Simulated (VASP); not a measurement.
# TiCo3 (Pm-3m) in VASP: a series of runs, part 2 of 2

VASP 6.6.1. Earlier steps stand in the parts before.

## (4) Single point, PBEsol, collinear spin, ferromagnetic start

This run uses another cell than the first one, of 10.56 Å³/atom.

File INCAR:

```
SYSTEM = TiCo3
PREC = Accurate
ENCUT = 690
EDIFF = 1E-6
ISMEAR = 0
SIGMA = 0.1
LREAL = .FALSE.
LASPH = .TRUE.
NELM = 200
ALGO = Normal
ISIF = 2
LWAVE = .FALSE.
LCHARG = .FALSE.
ISPIN = 2
MAGMOM = 0 0.24 0.24 0.24
LORBIT = 11
LMAXMIX = 4
GGA = PS
NBANDS = 44
GGA_COMPAT = .FALSE.
```

File KPOINTS:

```
Automatic mesh
0
G
  12 12 12
  0 0 0
```

File POSCAR:

```
TiCo3
1.0
    3.4825434431      0.0000000000      0.0000000000
    0.0000000000      3.4825434431      0.0000000000
    0.0000000000      0.0000000000      3.4825434431
Ti Co
1 3
Direct
    0.0000000000      0.0000000000      0.0000000000
    0.0000000000      0.5000000000      0.5000000000
    0.5000000000      0.0000000000      0.5000000000
    0.5000000000      0.5000000000      0.0000000000
```

Potentials or basis: VASP PAW PBE potentials, release 64 (Ti_sv, Co_sv).

The run is started by

```console
> cat potpaw_PBE.64/Ti_sv/POTCAR potpaw_PBE.64/Co_sv/POTCAR > POTCAR
> mpirun -np 1 vasp_std > vasp.out
```

OUTCAR:

```text
SYSTEM = TiCo3
   PREC = Accurate
   ENCUT = 690
   EDIFF = 1E-6
   ISMEAR = 0
   LREAL = .FALSE.
   LASPH = .TRUE.
   NELM = 200
   ISIF = 2
   ISPIN = 2
   LORBIT = 11
   GGA = PS

 ion  position               nearest neighbor table
   1  0.000  0.000  0.000-   2 2.46   3 2.46   4 2.46   2 2.46   3 2.46   2 2.46   4 2.46   2 2.46
                             3 2.46   4 2.46   3 2.46   4 2.46
   2  0.000  0.500  0.500-   1 2.46   3 2.46   4 2.46   1 2.46   4 2.46   1 2.46   3 2.46   1 2.46
                             3 2.46   4 2.46   4 2.46   3 2.46
   3  0.500  0.000  0.500-   1 2.46   2 2.46   4 2.46   1 2.46   4 2.46   2 2.46   4 2.46   4 2.46
                             1 2.46   2 2.46   1 2.46   2 2.46
   4  0.500  0.500  0.000-   1 2.46   2 2.46   3 2.46   2 2.46   3 2.46   1 2.46   3 2.46   3 2.46
                             1 2.46   2 2.46   2 2.46   1 2.46

  LATTYP: Found a simple cubic cell.
 ALAT       =     3.4825434431

  Lattice vectors:

 A1 = (   3.4825434431,   0.0000000000,   0.0000000000)
 A2 = (   0.0000000000,   3.4825434431,   0.0000000000)
 A3 = (   0.0000000000,   0.0000000000,   3.4825434431)

Analysis of symmetry for initial positions (statically):
[... 2421 lines left out ...]
  --------------------------------------------------------------------------------------
  -------------------------------------------------------------------------------------
  Total        2.3837970      2.3837970      2.3837970     -0.0000000     -0.0000000      0.0000000
  in kB       90.4253561     90.4253561     90.4253561     -0.0000000     -0.0000000      0.0000000
  external PRESSURE =      90.4253561 kB  Pullay stress =       0.0000000 kB

 VOLUME and BASIS-vectors are now :
 -----------------------------------------------------------------------------
  energy-cutoff  :      690.00
  volume of cell :       42.24
      direct lattice vectors                 reciprocal lattice vectors
     3.482543443  0.000000000  0.000000000     0.287146454  0.000000000  0.000000000
     0.000000000  3.482543443  0.000000000     0.000000000  0.287146454  0.000000000
     0.000000000  0.000000000  3.482543443     0.000000000  0.000000000  0.287146454

 POSITION                                       TOTAL-FORCE (eV/Angst)
 -----------------------------------------------------------------------------------
      0.00000      0.00000      0.00000         0.000000      0.000000      0.000000
      0.00000      1.74127      1.74127         0.000000      0.000000      0.000000
      1.74127      0.00000      1.74127         0.000000      0.000000      0.000000
      1.74127      1.74127      0.00000         0.000000      0.000000      0.000000
 -----------------------------------------------------------------------------------
    total drift:                                0.000000      0.000000     -0.000000

  FREE ENERGIE OF THE ION-ELECTRON SYSTEM (eV)
  ---------------------------------------------------
  free  energy   TOTEN  =       -32.8964258274 eV

  energy  without entropy=      -32.8702174357  energy(sigma->0) =      -32.88332163

 total charge

# of ion       s       p       d       tot
------------------------------------------
    1        2.293   6.234   2.047  10.574
    2        2.279   6.139   6.759  15.177
    3        2.279   6.139   6.759  15.177
    4        2.279   6.139   6.759  15.177
--------------------------------------------------
tot          9.128  24.650  22.325  56.104

 magnetization (x)

# of ion       s       p       d       tot
------------------------------------------
    1       -0.001  -0.004  -0.048  -0.052
    2        0.000   0.000   0.172   0.173
    3        0.000   0.000   0.172   0.173
    4        0.000   0.000   0.172   0.173
--------------------------------------------------
tot         -0.000  -0.004   0.469   0.465
```

stdout:

```text
POSCAR found type information on POSCAR TiCo
 POSCAR found :  2 types and       4 ions
 scaLAPACK will be used
 -----------------------------------------------------------------------------
|                                                                             |
|                                                                             |
|     You enforced a specific xc type in the INCAR file but a different       |
|     I HOPE YOU KNOW WHAT YOU ARE DOING!                                     |
|                                                                             |
 -----------------------------------------------------------------------------

 LDA part: xc-table for (Slater+PW92), standard interpolation
 POSCAR, INCAR and KPOINTS ok, starting setup
 FFT: planning ... GRIDC
 FFT: planning ... GRID_SOFT
 FFT: planning ... GRID
 WAVECAR not read
 entering main loop
```

Run time: 6 min. Hardware: 1 thread of Intel Xeon Platinum 8488C (Sapphire Rapids), shared host; peak memory 0.42 GiB.

What came out:

```
Free energy                                           : -32.8964 eV
Pressure                                              : 9.0 GPa
Net moment                                            : 0.46 μB per cell
Site moments                                          : Ti -0.05; Co +0.17 μB
Valence electrons inside the program's atomic spheres : Ti 10.57; Co 15.18
```

Caveat: the cell stands under pressure; the PAW data sets were made with another functional, which shifts forces and pressure a little.

## (5) Overview

| potentials or basis | cell | cutoff (eV) | smearing | gap on the mesh (eV) | pressure (GPa) | moment (μB) |
| --- | --- | --- | --- | --- | --- | --- |
| VASP PAW PBE potentials, release 64 (Ti_sv, Co) | a = 3.529 Å, 4 atoms | 520 | gaussian 0.2 eV | none | -0.7 | 0.58 |
| VASP PAW PBE potentials, release 64 (Ti_sv, Co) | a = 3.552 Å, 4 atoms | 520 | gaussian 0.2 eV | none | -4.7 | 0.97 |
| VASP PAW PBE potentials, release 64 (Ti_sv, Co_sv) | a = 3.483 Å, 4 atoms | 690 | gaussian 0.1 eV | none | 9.0 | 0.46 |

Alike in all rows: task single point; level PBEsol; spin collinear, ferromagnetic start; k mesh 12 × 12 × 12.

Caveats: the PAW data sets were made with another functional, which shifts forces and pressure a little; the cell stands under tension (at least some runs); the cell stands under pressure (at least some runs).

Total energies depend on the potentials used, so only differences within one code and one set of settings carry meaning.
